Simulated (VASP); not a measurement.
# KMgF3 (Pm-3m) in VASP: notebook

Runs on KMgF3. Level: PBE+D3(BJ). Tasks: single point, relaxation of cell and atoms.

Everything below comes from runs of VASP 6.6.1. Logs are shortened: lines on timing, memory, paths and dates and some standing lists are left out, and cuts for length are marked.

### 1 The cell of the first run

Symmetry: Pm-3m, No. 221, cubic system. Conventional cell: a = 4.017 Å, b = 4.017 Å, c = 4.017 Å, α = 90.00°, β = 90.00°, γ = 90.00°. K (site symmetry m-3m) has 12 F at 2.84 Å and 8 Mg at 3.48 Å within 3.7 Å. Mg (site symmetry m-3m) has 6 F at 2.01 Å within 2.7 Å. F (site symmetry 4/mmm) has 2 Mg at 2.01 Å within 2.7 Å.

### 2 Single point, PBE+D3(BJ)

The input, INCAR:

```
SYSTEM = KMgF3
ALGO = Normal ; EDIFF = 1E-7
ENCUT = 520 ; GGA = PE
ISIF = 2 ; ISMEAR = 0
IVDW = 12 ; LASPH = .True.
LCHARG = .True. ; LELF = .True.
LREAL = .False. ; LVHAR = .True.
LWAVE = .False. ; NBANDS = 24
NELM = 60 ; PREC = Accurate
SIGMA = 0.02
```

The input, KPOINTS:

```
k-points
0
Gamma
  6 6 6
  0 0 0
```

The input, POSCAR:

```
KMgF3
1.0
    4.0167476716      0.0000000000      0.0000000000
    0.0000000000      4.0167476716      0.0000000000
    0.0000000000      0.0000000000      4.0167476716
K Mg F
1 1 3
Direct
    0.5000000000      0.5000000000      0.5000000000
    0.0000000000      0.0000000000      0.0000000000
    0.5000000000      0.0000000000      0.0000000000
    0.0000000000      0.5000000000      0.0000000000
    0.0000000000      0.0000000000      0.5000000000
```

Potentials or basis: VASP PAW PBE potentials, release 64 (K_sv, Mg, F).

Launch:

```
> cat potpaw_PBE.64/K_sv/POTCAR potpaw_PBE.64/Mg/POTCAR potpaw_PBE.64/F/POTCAR > POTCAR
> mpirun -np 1 vasp_std > vasp.out
```

OUTCAR:

```text
SYSTEM = KMgF3
   EDIFF = 1E-7
   ENCUT = 520
   GGA = PE
   ISIF = 2
   ISMEAR = 0
   IVDW = 12
   LASPH = .True.
   LREAL = .False.
   NELM = 60
   PREC = Accurate
 IVDW          = 12

 ion  position               nearest neighbor table
   1  0.500  0.500  0.500-   3 2.84   4 2.84   5 2.84   3 2.84   4 2.84   3 2.84   5 2.84   3 2.84
                             4 2.84   5 2.84   4 2.84   5 2.84   2 3.48   2 3.48   2 3.48   2 3.48
   2  0.000  0.000  0.000-   3 2.01   4 2.01   5 2.01   5 2.01   4 2.01   3 2.01   1 3.48   1 3.48
                             1 3.48   1 3.48   1 3.48   1 3.48   1 3.48   1 3.48
   3  0.500  0.000  0.000-   2 2.01   2 2.01   1 2.84   1 2.84   1 2.84   1 2.84
   4  0.000  0.500  0.000-   2 2.01   2 2.01   1 2.84   1 2.84   1 2.84   1 2.84
   5  0.000  0.000  0.500-   2 2.01   2 2.01   1 2.84   1 2.84   1 2.84   1 2.84

  LATTYP: Found a simple cubic cell.
 ALAT       =     4.0167476716

  Lattice vectors:

 A1 = (   4.0167476716,   0.0000000000,   0.0000000000)
 A2 = (   0.0000000000,   4.0167476716,   0.0000000000)
 A3 = (   0.0000000000,   0.0000000000,   4.0167476716)

Analysis of symmetry for initial positions (statically):
=====================================================================
 Subroutine PRICEL returns:
 Original cell was already a primitive cell.

 Routine SETGRP: Setting up the symmetry group for a
 simple cubic supercell.

 Subroutine GETGRP returns: Found 48 space group operations
 (whereof 48 operations were pure point group operations)
 out of a pool of 48 trial point group operations.

The static configuration has the point symmetry O_h .

Analysis of symmetry for dynamics (positions and initial velocities):
=====================================================================
 Subroutine PRICEL returns:
 Original cell was already a primitive cell.

 Routine SETGRP: Setting up the symmetry group for a
 simple cubic supercell.

 Subroutine GETGRP returns: Found 48 space group operations
 (whereof 48 operations were pure point group operations)
 out of a pool of 48 trial point group operations.

The dynamic configuration has the point symmetry O_h .

 Subroutine INISYM returns: Found 48 space group operations
 (whereof 48 operations are pure point group operations),
 and found     1 'primitive' translations

----------------------------------------------------------------------------------------

                                     Primitive cell

  volume of cell :      64.8073

  direct lattice vectors                    reciprocal lattice vectors
     4.016747672  0.000000000  0.000000000     0.248957635  0.000000000  0.000000000
     0.000000000  4.016747672  0.000000000     0.000000000  0.248957635  0.000000000
     0.000000000  0.000000000  4.016747672     0.000000000  0.000000000  0.248957635

  length of vectors
     4.016747672  4.016747672  4.016747672     0.248957635  0.248957635  0.248957635

  position of ions in fractional coordinates (direct lattice)
     0.500000000  0.500000000  0.500000000
     0.000000000  0.000000000  0.000000000
     0.500000000  0.000000000  0.000000000
     0.000000000  0.500000000  0.000000000
     0.000000000  0.000000000  0.500000000

  ion indices of the primitive-cell ions
   primitive index   ion index
                 1           1
                 2           2
                 3           3
                 4           4
                 5           5

----------------------------------------------------------------------------------------

 KPOINTS: k-points

Automatic generation of k-mesh.
 Grid dimensions read from file:
 generate k-points for:    6    6    6

 Generating k-lattice:

  Cartesian coordinates                     Fractional coordinates (reciprocal lattice)
     0.041492939  0.000000000  0.000000000     0.166666667  0.000000000  0.000000000
     0.000000000  0.041492939  0.000000000     0.000000000  0.166666667  0.000000000
     0.000000000  0.000000000  0.041492939     0.000000000  0.000000000  0.166666667

  Length of vectors
     0.041492939  0.041492939  0.041492939

  Shift w.r.t. Gamma in fractional coordinates (k-lattice)
     0.000000000  0.000000000  0.000000000

 Subroutine IBZKPT returns following result:
 ===========================================

 Found     20 irreducible k-points:

 Following reciprocal coordinates:
            Coordinates               Weight
  0.000000  0.000000  0.000000      1.000000
  0.166667  0.000000  0.000000      6.000000
  0.333333  0.000000  0.000000      6.000000
  0.500000  0.000000  0.000000      3.000000
  0.166667  0.166667  0.000000     12.000000
  0.333333  0.166667  0.000000     24.000000
[... 12 lines left out ...]
  0.500000  0.500000  0.333333      6.000000
  0.500000  0.500000  0.500000      1.000000
   k-points           NKPTS =     20   k-points in BZ     NKDIM =     20   number of bands    NBANDS=     24
   number of dos      NEDOS =    301   number of ions     NIONS =      5
   total plane-waves  NPLWV =  27000
   dimension x,y,z NGX =    30 NGY =   30 NGZ =   30
   dimension x,y,z NGXF=    60 NGYF=   60 NGZF=   60
   ions per type =               1   1   3
   NGX,Y,Z   is equivalent  to a cutoff of  12.42, 12.42, 12.42 a.u.
   NGXF,Y,Z  is equivalent  to a cutoff of  24.83, 24.83, 24.83 a.u.
 SYSTEM =  KMgF3
   PREC   = accura    normal or accurate (medium, high low for compatibility)
   ISTART =      0    job   : 0-new  1-cont  2-samecut
   ICHARG =      2    charge: 1-file 2-atom 10-const
   ISPIN  =      1    spin polarized calculation?
   LNONCOLLINEAR =      F non collinear calculations
   LSORBIT =      F    spin-orbit coupling
   LASPH  =      T    aspherical Exc in radial PAW
   ENCUT  =  520.0 eV  38.22 Ry    6.18 a.u.   7.47  7.47  7.47*2*pi/ulx,y,z
   NELM   =     60;   NELMIN=  2; NELMDL= -5     # of ELM steps
   EDIFF  = 0.1E-06   stopping-criterion for ELM
   LREAL  =      F    real-space projection
   EDIFFG = 0.1E-05   stopping-criterion for IOM
   NSW    =      0    number of steps for IOM
   IBRION =     -1    ionic relax: 0-MD 1-quasi-New 2-CG
   NFREE  =      0    steps in history (QN), initial steepest desc. (CG)
   ISIF   =      2    stress and relaxation
   ISYM   =      2    0-nonsym 1-usesym 2-fastsym
   POTIM  = 0.5000    time-step for ionic-motion
   TEBEG  =    0.0;   TEEND  =   0.0 temperature during run
   PSTRESS=    0.0 pullay stress
   NELECT =      32.0000    total number of electrons
   NUPDOWN=      -1.0000    fix difference up-down
   EMIN   =  10.00;   EMAX   =-10.00  energy-range for DOS
   EFERMI =   0.00;   METHOD = LEGACY
   ISMEAR =     0;   SIGMA  =   0.02  broadening in eV -4-tet -1-fermi 0-gaus
   EFERMI_NEDOS =   21; number of points for ismear=-14 and -15
   IALGO  =     38    algorithm
   IMIX   =      4    mixing-type and parameters
     AMIX     =   0.40;   BMIX     =  1.00
     AMIX_MAG =   1.60;   BMIX_MAG =  1.00
  volume/ion in A,a.u.               =      12.96        87.47
  Fermi-wavevector in a.u.,A,eV,Ry     =   1.293948  2.445208 22.780266  1.674302
  Thomas-Fermi vector in A             =   2.425562
   LORBIT       =      0    0 simple, 1 ext, 2 COOP (PROOUT), +10 PAW based schemes
   GGA     = PE    functional components
   LHFCALC =     F    Hartree Fock is set to
   AEXX    =    0.0000 exact exchange contribution
   IVDW    =    12    specifies the selected vdW correction
   LEPSILON=     F    determine dielectric tensor
   LRPA    =     F    only Hartree local field effects (RPA)
 non-spin polarized calculation
 Gauss-broadening in eV      SIGMA  =   0.02
  energy-cutoff  :      520.00
  volume of cell :       64.81
 maximum number of plane-waves:      1775
 NGX is ok and might be reduce to    30
   NGX = 15   NGY = 15   NGZ = 15

 number of electron      31.9999957 magnetization

 Free energy of the ion-electron system (eV)
  ---------------------------------------------------
  ext. energy  EPLUGINS =         0.00000000
  ---------------------------------------------------
  free energy    TOTEN  =       -24.44007683 eV

  energy without entropy =      -24.44007683  energy(sigma->0) =      -24.44007683

 E-fermi :  -1.5493     XC(G=0):  -9.5696

 val. band max:       -1.7163221057   @ k =   0.5000   0.5000   0.5000
 cond. band min:       5.4155373569   @ k =   0.0000   0.0000   0.0000
 fundamental gap:      7.1318594625
 Fermi energy:        -1.5493362382

 k-point     1 :       0.0000    0.0000    0.0000
  band No.  band energies     occupation
      1     -27.4174      2.00000
      2     -21.7743      2.00000
      3     -21.1513      2.00000
      4     -21.1513      2.00000
      5     -10.9064      2.00000
      6     -10.9064      2.00000
[... 16 lines left out ...]
     23      12.0274      0.00000
     24      14.9256      0.00000

 k-point     2 :       0.1667    0.0000    0.0000
  band No.  band energies     occupation
      1     -27.4113      2.00000
      2     -21.7456      2.00000
      3     -21.1866      2.00000
      4     -21.1493      2.00000
      5     -10.9044      2.00000
      6     -10.8940      2.00000
[... 16 lines left out ...]
     23      12.0230      0.00000
     24      14.7926      0.00000

 k-point     3 :       0.3333    0.0000    0.0000
  band No.  band energies     occupation
      1     -27.3989      2.00000
      2     -21.6732      2.00000
      3     -21.2704      2.00000
      4     -21.1451      2.00000
      5     -10.9004      2.00000
      6     -10.8691      2.00000
[... 16 lines left out ...]
     23      12.0215      0.00000
     24      14.4253      0.00000

 k-point     4 :       0.5000    0.0000    0.0000
  band No.  band energies     occupation
      1     -27.3927      2.00000
      2     -21.6227      2.00000
      3     -21.3259      2.00000
      4     -21.1434      2.00000
      5     -10.8984      2.00000
      6     -10.8564      2.00000
[... 16 lines left out ...]
     23      12.5503      0.00000
     24      13.5693      0.00000

 k-point     5 :       0.1667    0.1667    0.0000
  band No.  band energies     occupation
      1     -27.4056      2.00000
      2     -21.7151      2.00000
      3     -21.2006      2.00000
      4     -21.1664      2.00000
      5     -10.9226      2.00000
      6     -10.8821      2.00000
[... 16 lines left out ...]
     23      12.0644      0.00000
     24      14.2155      0.00000

 k-point     6 :       0.3333    0.1667    0.0000
  band No.  band energies     occupation
      1     -27.3941      2.00000
      2     -21.6391      2.00000
      3     -21.2742      2.00000
      4     -21.1697      2.00000
      5     -10.9268      2.00000
      6     -10.8773      2.00000
[... 16 lines left out ...]
     23      12.1333      0.00000
     24      13.7818      0.00000
[... 271 lines left out ...]
 k-point    17 :       0.3333    0.3333    0.3333
  band No.  band energies     occupation
      1     -27.3729      2.00000
      2     -21.4597      2.00000
      3     -21.2847      2.00000
      4     -21.2847      2.00000
      5     -11.0061      2.00000
      6     -11.0061      2.00000
[... 16 lines left out ...]
     23      12.9733      0.00000
     24      13.7599      0.00000

 k-point    18 :       0.5000    0.3333    0.3333
  band No.  band energies     occupation
      1     -27.3691      2.00000
      2     -21.4016      2.00000
      3     -21.3318      2.00000
      4     -21.2804      2.00000
      5     -11.0289      2.00000
      6     -11.0219      2.00000
[... 16 lines left out ...]
     23      12.4678      0.00000
     24      13.3438      0.00000

 k-point    19 :       0.5000    0.5000    0.3333
  band No.  band energies     occupation
      1     -27.3657      2.00000
      2     -21.3370      2.00000
      3     -21.3295      2.00000
      4     -21.3295      2.00000
      5     -11.0522      2.00000
      6     -11.0522      2.00000
[... 16 lines left out ...]
     23      12.8338      0.00000
     24      12.8338      0.00000

 k-point    20 :       0.5000    0.5000    0.5000
  band No.  band energies     occupation
      1     -27.3626      2.00000
      2     -21.3248      2.00000
      3     -21.3248      2.00000
      4     -21.3248      2.00000
      5     -11.0767      2.00000
      6     -11.0767      2.00000
[... 16 lines left out ...]
     23      13.1509      0.00000
     24      13.2161      0.00000

------------------------ aborting loop because EDIFF is reached ----------------------------------------

 Edisp (eV)   -0.81246

 E8    (eV) :    -0.3399

  FORCE on cell =-STRESS in cart. coord.  units (eV):
  Direction    XX          YY          ZZ          XY          YZ          ZX
  --------------------------------------------------------------------------------------
  -------------------------------------------------------------------------------------
  Total      -0.17296    -0.17296    -0.17296    -0.00000     0.00000    -0.00000
  in kB      -4.27588    -4.27588    -4.27588    -0.00000     0.00000    -0.00000
  external pressure =       -4.28 kB  Pullay stress =        0.00 kB

 VOLUME and BASIS-vectors are now :
 -----------------------------------------------------------------------------
  energy-cutoff  :      520.00
  volume of cell :       64.81
      direct lattice vectors                 reciprocal lattice vectors
     4.016747672  0.000000000  0.000000000     0.248957635  0.000000000  0.000000000
     0.000000000  4.016747672  0.000000000     0.000000000  0.248957635  0.000000000
     0.000000000  0.000000000  4.016747672     0.000000000  0.000000000  0.248957635

 POSITION                                       TOTAL-FORCE (eV/Angst)
 -----------------------------------------------------------------------------------
      2.00837      2.00837      2.00837         0.000000      0.000000      0.000000
      0.00000      0.00000      0.00000         0.000000      0.000000      0.000000
      2.00837      0.00000      0.00000         0.000000      0.000000      0.000000
      0.00000      2.00837      0.00000         0.000000      0.000000      0.000000
      0.00000      0.00000      2.00837         0.000000      0.000000      0.000000
 -----------------------------------------------------------------------------------
    total drift:                                0.000000     -0.000000      0.000000

  FREE ENERGIE OF THE ION-ELECTRON SYSTEM (eV)
  ---------------------------------------------------
  free  energy   TOTEN  =       -25.2525359596 eV

  energy  without entropy=      -25.2525359596  energy(sigma->0) =      -25.25253596
```

It used 94 s of CPU time on 1 thread of AMD EPYC 7R13 Processor (Zen 3), on a shared host.

Results:

| Quantity | Value |
| --- | --- |
| Free energy | -25.2525 eV |
| Pressure | -0.4 GPa |
| Band gap on the k mesh | 7.13 eV, indirect (least direct gap 7.45 eV) |
| Dispersion energy per atom | -0.162 eV |

Levels at points of the mesh, in eV from the valence-band top:
| k point | band 13 | band 14 | band 15 | band 16 | band 17 | band 18 | band 19 | band 20 |
| --- | --- | --- | --- | --- | --- | --- | --- | --- |
| (0.00, 0.00, 0.00) | -0.60 | -0.32 | -0.32 | -0.32 | 7.13 | 10.05 | 10.05 | 12.18 |
| (0.50, 0.00, 0.00) | -0.83 | -0.83 | -0.52 | -0.52 | 9.97 | 10.21 | 11.06 | 12.70 |
| (0.50, 0.50, 0.00) | -1.00 | -0.87 | -0.87 | -0.02 | 10.78 | 11.58 | 12.41 | 12.41 |
| (0.50, 0.50, 0.50) | -1.10 | 0.00 | 0.00 | 0.00 | 10.35 | 10.35 | 10.35 | 13.80 |

(Continued in part 2 of 2.)
